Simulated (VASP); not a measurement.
# Te2Mo: relaxation of cell and atoms with LDA

The system is Te2Mo.

```
Te Mo
1.0
     3.35825    0.00000    0.00000
    -1.67913    2.90833    0.00000
     0.00000    0.00000    7.43546
Te Mo
2 1
Direct
  0.33333 0.66667 0.76423
  0.33333 0.66667 0.23577
  0.00000 0.00000 0.00000
```

| Item | Value |
| --- | --- |
| Program | VASP 6.6.1 |
| Task | relaxation of cell and atoms |
| Functional | LDA |
| Potentials or basis | VASP PAW LDA potentials, release 64 (Te, Mo_sv) |
| Cutoff | 600 eV |
| k mesh | 12 × 12 × 4 |
| Occupations | gaussian, width 0.02 eV |
| Spin | no spin polarisation |
| Target pressure | 4 GPa |
| Dipole correction | no |
| Further INCAR settings | ALGO = Normal; EDIFF = 1e-06; IBRION = 2; EDIFFG = -0.008; NSW = 70; ISIF = 3 |

* Relaxed volume: 24.58 Å³/atom
* Relaxed cell: a = 3.404 Å, b = 3.404 Å, c = 7.346 Å, α = 90.00°, β = 90.00°, γ = 120.00°
* Space group after relaxing (to 0.05 Å): P-6m2 (No. 187)
* Energy change on relaxing (the enthalpy is what falls): -51.7 meV/atom
* Ionic steps: 13
* Pressure after relaxing: 4.0 GPa
* Largest force after relaxing: 0.007 eV/Å
* Band gap on the k mesh: 0.79 eV, indirect (least direct gap 1.12 eV)

Forces on the atoms (eV/Å):
```
Te   0.000  0.000  0.007
Te   0.000  0.000 -0.007
Mo   0.000  0.000  0.000
```

Step by step:
```csv
step,energy change (eV),largest force (eV/Å),pressure (GPa),volume (Å³)
1,0.0000,1.4183,11.34,72.62
2,0.1002,1.8417,-8.78,84.90
3,-0.1929,0.1476,3.26,76.14
4,-0.1883,0.2073,3.64,75.95
5,-0.1866,0.2286,3.77,75.88
6,-0.1845,0.2178,3.81,75.54
7,-0.1708,0.1772,4.05,74.50
8,-0.0950,0.0249,5.12,72.39
9,-0.1625,0.1877,4.29,74.15
10,-0.1672,0.1310,2.95,74.30
11,-0.1667,0.0055,3.53,74.24
12,-0.1526,0.0081,4.05,73.63
13,-0.1550,0.0065,3.98,73.73
```

Final structure:
```cif
data_structure
_symmetry_space_group_name_H-M 'P 1'
_symmetry_Int_Tables_number 1
_cell_length_a 3.4043
_cell_length_b 3.4043
_cell_length_c 7.3457
_cell_angle_alpha 90.000
_cell_angle_beta 90.000
_cell_angle_gamma 120.000
_cell_volume 73.73
loop_
_atom_site_label
_atom_site_type_symbol
_atom_site_fract_x
_atom_site_fract_y
_atom_site_fract_z
_atom_site_occupancy
Te1 Te 0.33333 0.66667 0.75322 1
Te2 Te 0.33333 0.66667 0.24678 1
Mo1 Mo 0.00000 0.00000 0.00000 1
```

Levels at points of the mesh, in eV from the valence-band top:
```tsv
k point	band 10	band 11	band 12	band 13	band 14	band 15	band 16	band 17
(0.00, 0.00, 0.00)	-1.30	-0.95	-0.80	-0.80	3.60	3.60	3.69	3.69
(0.50, 0.00, 0.00)	-2.36	-1.32	-1.22	-0.17	1.54	1.65	3.54	4.11
(0.00, 0.00, 0.50)	-1.64	-0.82	-0.82	-0.27	3.39	3.39	3.92	3.92
(0.50, 0.00, 0.50)	-2.61	-2.41	-0.54	0.00	1.68	2.06	2.73	3.71
```

It took 8.8 min on 1 thread of Intel Xeon 6975P-C (shared host), peak memory 0.25 GiB.

Caveat: the cell is relaxed towards a set pressure, so the enthalpy falls and the energy may rise; spin-orbit coupling is left out, which moves the levels of the heavy elements. A k mesh can miss the band edges.
